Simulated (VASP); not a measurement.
# Cr (P6_3/mmc) in VASP: notebook

The runs below take Cr through single point, with LDA.

All numbers are computed with VASP 6.6.1; they aren't measurements. Logs are shortened: lines on timing, memory, paths and dates and some standing lists are left out, and cuts for length are marked.

### 1 The cell of the first run

The structure is hexagonal, space group P6_3/mmc (No. 194). Conventional cell: a = 2.714 Å, b = 2.714 Å, c = 4.410 Å, α = 90.00°, β = 90.00°, γ = 120.00°. Cr (site symmetry -6m2) has 12 Cr at 2.71 Å within 3.6 Å.

This isn't the form of Cr at room conditions, which is bcc.

### 2 Single point, LDA

Input file INCAR:

```
PREC = Accurate ; ENCUT = 520
EDIFF = 1E-6 ; ISMEAR = -1
SIGMA = 0.03 ; LREAL = F
LASPH = T ; NELM = 60
ALGO = Normal ; ISIF = 2
LWAVE = F ; LCHARG = F
GGA = CA ; NBANDS = 19
```

Input file KPOINTS:

```
Automatic mesh
0
Gamma
  12 12 7
```

Input file POSCAR:

```
Cr
1.0
    2.7140000000      0.0000000000      0.0000000000
   -1.3570000000      2.3503929459      0.0000000000
    0.0000000000      0.0000000000      4.4100000000
Cr
2
Direct
    0.3333333333      0.6666666667      0.2500000000
    0.6666666667      0.3333333333      0.7500000000
```

Potentials or basis: VASP PAW LDA potentials, release 64 (Cr_pv).

On the command line:

```bash
$ cat potpaw_LDA.64/Cr_pv/POTCAR > POTCAR
$ mpirun -np 1 vasp_std > vasp.out
```

OUTCAR:

```text
PREC = Accurate
   ENCUT = 520
   EDIFF = 1E-6
   ISMEAR = -1
   LREAL = F
   LASPH = T
   NELM = 60
   ISIF = 2
   GGA = CA

 ion  position               nearest neighbor table
   1  0.333  0.667  0.250-   2 2.71   2 2.71   2 2.71   2 2.71   2 2.71   2 2.71
   2  0.667  0.333  0.750-   1 2.71   1 2.71   1 2.71   1 2.71   1 2.71   1 2.71

  LATTYP: Found a hexagonal cell.
 ALAT       =     2.7140000000
 C/A-ratio  =     1.6249078850

  Lattice vectors:

 A1 = (   2.7140000000,   0.0000000000,   0.0000000000)
 A2 = (  -1.3570000000,   2.3503929459,   0.0000000000)
 A3 = (   0.0000000000,   0.0000000000,   4.4100000000)

Analysis of symmetry for initial positions (statically):
=====================================================================
 Subroutine PRICEL returns:
 Original cell was already a primitive cell.

 Routine SETGRP: Setting up the symmetry group for a
 hexagonal supercell.

 Subroutine GETGRP returns: Found 24 space group operations
 (whereof 12 operations were pure point group operations)
 out of a pool of 24 trial point group operations.

The static configuration has the point symmetry D_3d.
 The point group associated with its full space group is D_6h.

Analysis of symmetry for dynamics (positions and initial velocities):
=====================================================================
 Subroutine PRICEL returns:
 Original cell was already a primitive cell.

 Routine SETGRP: Setting up the symmetry group for a
 hexagonal supercell.

 Subroutine GETGRP returns: Found 24 space group operations
 (whereof 12 operations were pure point group operations)
 out of a pool of 24 trial point group operations.

The dynamic configuration has the point symmetry D_3d.
 The point group associated with its full space group is D_6h.

 Subroutine INISYM returns: Found 24 space group operations
 (whereof 12 operations are pure point group operations),
 and found     1 'primitive' translations

----------------------------------------------------------------------------------------

                                     Primitive cell

  volume of cell :      28.1312

  direct lattice vectors                    reciprocal lattice vectors
     2.714000000  0.000000000  0.000000000     0.368459838  0.212730387  0.000000000
    -1.357000000  2.350392946  0.000000000     0.000000000  0.425460773  0.000000000
     0.000000000  0.000000000  4.410000000     0.000000000  0.000000000  0.226757370

  length of vectors
     2.714000000  2.714000000  4.410000000     0.425460773  0.425460773  0.226757370

  position of ions in fractional coordinates (direct lattice)
     0.333333333  0.666666667  0.250000000
     0.666666667  0.333333333  0.750000000

  ion indices of the primitive-cell ions
   primitive index   ion index
                 1           1
                 2           2

----------------------------------------------------------------------------------------

 KPOINTS: Automatic mesh

Automatic generation of k-mesh.
 Grid dimensions read from file:
 generate k-points for:   12   12    7

 Generating k-lattice:

  Cartesian coordinates                     Fractional coordinates (reciprocal lattice)
     0.030704986  0.017727532  0.000000000     0.083333333  0.000000000  0.000000000
     0.000000000  0.035455064  0.000000000     0.000000000  0.083333333  0.000000000
     0.000000000  0.000000000  0.032393910     0.000000000  0.000000000  0.142857143

  Length of vectors
     0.035455064  0.035455064  0.032393910

  Shift w.r.t. Gamma in fractional coordinates (k-lattice)
     0.000000000  0.000000000  0.000000000

 Subroutine IBZKPT returns following result:
 ===========================================

 Found     76 irreducible k-points:

 Following reciprocal coordinates:
            Coordinates               Weight
  0.000000  0.000000  0.000000      1.000000
  0.083333 -0.000000  0.000000      6.000000
  0.166667 -0.000000  0.000000      6.000000
  0.250000 -0.000000  0.000000      6.000000
  0.333333 -0.000000  0.000000      6.000000
  0.416667  0.000000  0.000000      6.000000
[... 16 lines left out ...]
  0.250000 -0.000000  0.142857     12.000000
  0.333333 -0.000000  0.142857     12.000000
 [... further k-points ...]
   k-points           NKPTS =     76   k-points in BZ     NKDIM =     76   number of bands    NBANDS=     19
   number of dos      NEDOS =    301   number of ions     NIONS =      2
   total plane-waves  NPLWV =  14400
   dimension x,y,z NGX =    20 NGY =   20 NGZ =   36
   dimension x,y,z NGXF=    40 NGYF=   40 NGZF=   72
   ions per type =               2
   NGX,Y,Z   is equivalent  to a cutoff of  12.25, 12.25, 13.57 a.u.
   NGXF,Y,Z  is equivalent  to a cutoff of  24.50, 24.50, 27.14 a.u.
 SYSTEM =  unknown system
   PREC   = accura    normal or accurate (medium, high low for compatibility)
   ISTART =      0    job   : 0-new  1-cont  2-samecut
   ICHARG =      2    charge: 1-file 2-atom 10-const
   ISPIN  =      1    spin polarized calculation?
   LNONCOLLINEAR =      F non collinear calculations
   LSORBIT =      F    spin-orbit coupling
   LASPH  =      T    aspherical Exc in radial PAW
   ENCUT  =  520.0 eV  38.22 Ry    6.18 a.u.   5.05  5.05  8.20*2*pi/ulx,y,z
   NELM   =     60;   NELMIN=  2; NELMDL= -5     # of ELM steps
   EDIFF  = 0.1E-05   stopping-criterion for ELM
   LREAL  =      F    real-space projection
   EDIFFG = 0.1E-04   stopping-criterion for IOM
   NSW    =      0    number of steps for IOM
   IBRION =     -1    ionic relax: 0-MD 1-quasi-New 2-CG
   NFREE  =      0    steps in history (QN), initial steepest desc. (CG)
   ISIF   =      2    stress and relaxation
   ISYM   =      2    0-nonsym 1-usesym 2-fastsym
   POTIM  = 0.5000    time-step for ionic-motion
   TEBEG  =    0.0;   TEEND  =   0.0 temperature during run
   PSTRESS=    0.0 pullay stress
   NELECT =      24.0000    total number of electrons
   NUPDOWN=      -1.0000    fix difference up-down
   EMIN   =  10.00;   EMAX   =-10.00  energy-range for DOS
   EFERMI =   0.00;   METHOD = LEGACY
   ISMEAR =    -1;   SIGMA  =   0.03  broadening in eV -4-tet -1-fermi 0-gaus
   EFERMI_NEDOS =   21; number of points for ismear=-14 and -15
   IALGO  =     38    algorithm
   IMIX   =      4    mixing-type and parameters
     AMIX     =   0.40;   BMIX     =  1.00
     AMIX_MAG =   1.60;   BMIX_MAG =  1.00
  volume/ion in A,a.u.               =      14.07        94.92
  Fermi-wavevector in a.u.,A,eV,Ry     =   1.552681  2.934142 32.801180  2.410819
  Thomas-Fermi vector in A             =   2.657021
   LORBIT       =      0    0 simple, 1 ext, 2 COOP (PROOUT), +10 PAW based schemes
   GGA     = CA    functional components
   LHFCALC =     F    Hartree Fock is set to
   AEXX    =    0.0000 exact exchange contribution
   IVDW    =     0    specifies the selected vdW correction
   LEPSILON=     F    determine dielectric tensor
   LRPA    =     F    only Hartree local field effects (RPA)
 non-spin polarized calculation
  energy-cutoff  :      520.00
  volume of cell :       28.13
 maximum number of plane-waves:       771
   NGX = 11   NGY = 11   NGZ = 17

 number of electron      24.0000005 magnetization

 Free energy of the ion-electron system (eV)
  ---------------------------------------------------
  ext. energy  EPLUGINS =         0.00000000
  ---------------------------------------------------
  free energy    TOTEN  =       -19.44757843 eV

  energy without entropy =      -19.42937334  energy(sigma->0) =      -19.43847589

 E-fermi :   8.0367     XC(G=0): -12.8676

 val. band max:        8.0361560014   @ k =   0.0833   0.0833   0.4286
 cond. band min:       8.0396480026   @ k =   0.2500  -0.0000   0.1429
 fundamental gap:      0.0034920011
 Fermi energy:         8.0367123604

 k-point     1 :       0.0000    0.0000    0.0000
  band No.  band energies     occupation
      1     -34.6623      2.00000
      2     -34.2600      2.00000
      3     -34.2600      2.00000
      4     -34.1914      2.00000
      5     -34.1914      2.00000
      6     -34.1577      2.00000
[... 11 lines left out ...]
     18       9.8168      0.00000
     19      13.6587      0.00000

 k-point     2 :       0.0833   -0.0000    0.0000
  band No.  band energies     occupation
      1     -34.6511      2.00000
      2     -34.2850      2.00000
      3     -34.2680      2.00000
      4     -34.2173      2.00000
      5     -34.1953      2.00000
      6     -34.1620      2.00000
[... 11 lines left out ...]
     18      10.6601      0.00000
     19      13.6588      0.00000

 k-point     3 :       0.1667   -0.0000    0.0000
  band No.  band energies     occupation
      1     -34.6191      2.00000
      2     -34.3535      2.00000
      3     -34.2893      2.00000
      4     -34.2870      2.00000
      5     -34.2064      2.00000
      6     -34.1750      2.00000
[... 11 lines left out ...]
     18      12.0260      0.00000
     19      13.6591      0.00000

 k-point     4 :       0.2500   -0.0000    0.0000
  band No.  band energies     occupation
      1     -34.5711      2.00000
      2     -34.4479      2.00000
      3     -34.3797      2.00000
      4     -34.3175      2.00000
      5     -34.2226      2.00000
      6     -34.1969      2.00000
[... 11 lines left out ...]
     18      13.5491      0.00000
     19      13.6595      0.00000

 k-point     5 :       0.3333   -0.0000    0.0000
  band No.  band energies     occupation
      1     -34.5430      2.00000
      2     -34.5151      2.00000
      3     -34.4698      2.00000
      4     -34.3448      2.00000
      5     -34.2393      2.00000
      6     -34.2267      2.00000
[... 11 lines left out ...]
     18      13.6655      0.00000
     19      13.8472      0.00000
[... 334 lines left out ...]
      2     -34.2809      2.00000
      3     -34.2645      2.00000
      4     -34.2273      2.00000
      5     -34.1989      2.00000
      6     -34.1802      2.00000
[... 11 lines left out ...]
     18      10.3969      0.00000
     19      13.6621      0.00000

 k-point    22 :       0.1667   -0.0000    0.1429
  band No.  band energies     occupation
      1     -34.6013      2.00000
      2     -34.3470      2.00000
      3     -34.2993      2.00000
      4     -34.2853      2.00000
      5     -34.2106      2.00000
      6     -34.1879      2.00000
[... 11 lines left out ...]
     18      11.4627      0.00000
     19      13.6629      0.00000

 k-point    23 :       0.2500   -0.0000    0.1429
  band No.  band energies     occupation
      1     -34.5675      2.00000
      2     -34.4324      2.00000
      3     -34.3910      2.00000
      4     -34.3128      2.00000
      5     -34.2273      2.00000
      6     -34.2051      2.00000
[... 11 lines left out ...]
     18      12.5754      0.00000
     19      13.6661      0.00000

 k-point    24 :       0.3333   -0.0000    0.1429
  band No.  band energies     occupation
      1     -34.5741      2.00000
      2     -34.4935      2.00000
      3     -34.4572      2.00000
      4     -34.3396      2.00000
      5     -34.2445      2.00000
      6     -34.2299      2.00000
[... 11 lines left out ...]
     18      13.5162      0.00000
     19      13.6736      0.00000

 [... further k-points ...]
[... 5 lines left out ...]
  --------------------------------------------------------------------------------------
  -------------------------------------------------------------------------------------
  Total       -7.3335186     -7.3335186     -5.9520955      0.0000000     -0.0000000      0.0000000
  in kB     -417.6707592   -417.6707592   -338.9936528      0.0000000     -0.0000000      0.0000000
  external PRESSURE =    -391.4450571 kB  Pullay stress =       0.0000000 kB

 VOLUME and BASIS-vectors are now :
 -----------------------------------------------------------------------------
  energy-cutoff  :      520.00
  volume of cell :       28.13
      direct lattice vectors                 reciprocal lattice vectors
     2.714000000  0.000000000  0.000000000     0.368459838  0.212730387  0.000000000
    -1.357000000  2.350392946  0.000000000     0.000000000  0.425460773  0.000000000
     0.000000000  0.000000000  4.410000000     0.000000000  0.000000000  0.226757370

 POSITION                                       TOTAL-FORCE (eV/Angst)
 -----------------------------------------------------------------------------------
     -0.00000      1.56693      1.10250         0.000000     -0.000000      0.000000
      1.35700      0.78346      3.30750        -0.000000      0.000000      0.000000
 -----------------------------------------------------------------------------------
    total drift:                               -0.000000      0.000000     -0.000000

  FREE ENERGIE OF THE ION-ELECTRON SYSTEM (eV)
  ---------------------------------------------------
  free  energy   TOTEN  =       -19.4475784273 eV

  energy  without entropy=      -19.4293733446  energy(sigma->0) =      -19.43847589
```

It took 31 s on 1 thread of Intel Xeon Platinum 8375C at 2.90GHz (Ice Lake), shared host; peak memory 0.14 GiB.

Results:

| Property | Result |
| --- | --- |
| Free energy | -19.4476 eV |
| Pressure | -39.1 GPa |
| Band gap on the k mesh | zero (bands 12 and 13 overlap by 0.91 eV) |

Levels at points of the mesh, in eV from the Fermi level:
```
           k point  band 10  band 11  band 12  band 13  band 14  band 15
(0.00, 0.00, 0.00)    -0.31    -0.31     0.07     0.07     0.52     0.52
(0.50, 0.00, 0.00)    -0.87    -0.45    -0.35     0.08     1.95     2.06
```

Caveat: the cell stands under tension; the run has no spin polarisation, though such a crystal can be magnetic. Spin polarisation is off, so any magnetic state and its effect on volume and gap are missing.

### 3 Single point, LDA, collinear spin, antiferromagnetic start

Input file INCAR:

```
SYSTEM = Cr
PREC = Accurate
ENCUT = 520
EDIFF = 1E-6
ISMEAR = -1
SIGMA = 0.03
LREAL = .False.
LASPH = .True.
NELM = 150
ALGO = Normal
ISIF = 2
LWAVE = .False.
LCHARG = .False.
ISPIN = 2
MAGMOM = 3 -3
LORBIT = 11
LMAXMIX = 4
NBANDS = 23
```

Input file KPOINTS:

```
regular mesh
0
Gamma
  12 12 7
  0 0 0
```

POSCAR is that of step 2.

Potentials or basis: VASP PAW LDA potentials, release 64 (Cr_pv).

On the command line:

```bash
$ cat potpaw_LDA.64/Cr_pv/POTCAR > POTCAR
$ mpirun -np 1 vasp_std > vasp.out
```

It took 1.8 min on 1 thread of Intel Xeon Platinum 8375C at 2.90GHz (Ice Lake), shared host; peak memory 0.18 GiB.

It converged, with:

* Free energy: -19.4476 eV
* Pressure: -39.1 GPa
* Band gap on the k mesh: zero (filled and empty bands overlap)
* Net moment: 0.00 μB per cell
* Valence electrons inside the program's atomic spheres: Cr 10.73

Stress tensor (GPa, compression positive):
```
-41.76   0.00   0.00
  0.00 -41.76   0.00
  0.00   0.00 -33.88
```

Levels at points of the mesh, in eV from the Fermi level:
Spin up:
```
           k point  band 8  band 9  band 10  band 11  band 12  band 13  band 14  band 15  band 16  band 17
(0.00, 0.00, 0.00)   -3.30   -0.32    -0.31    -0.31     0.07     0.07     0.52     0.52     0.67     1.78
(0.50, 0.00, 0.00)   -2.84   -2.53    -0.87    -0.45    -0.35     0.08     1.95     2.06     2.12     3.28
```
Spin down:
| k point | band 10 | band 11 | band 12 | band 13 | band 14 | band 15 |
| --- | --- | --- | --- | --- | --- | --- |
| (0.00, 0.00, 0.00) | -0.31 | -0.31 | 0.07 | 0.07 | 0.52 | 0.52 |
| (0.50, 0.00, 0.00) | -0.87 | -0.45 | -0.35 | 0.08 | 1.95 | 2.06 |

Caveat: the cell stands under tension; an empty level that is flat over the whole mesh can mark a ghost state of the potentials, or a narrow d or f band.
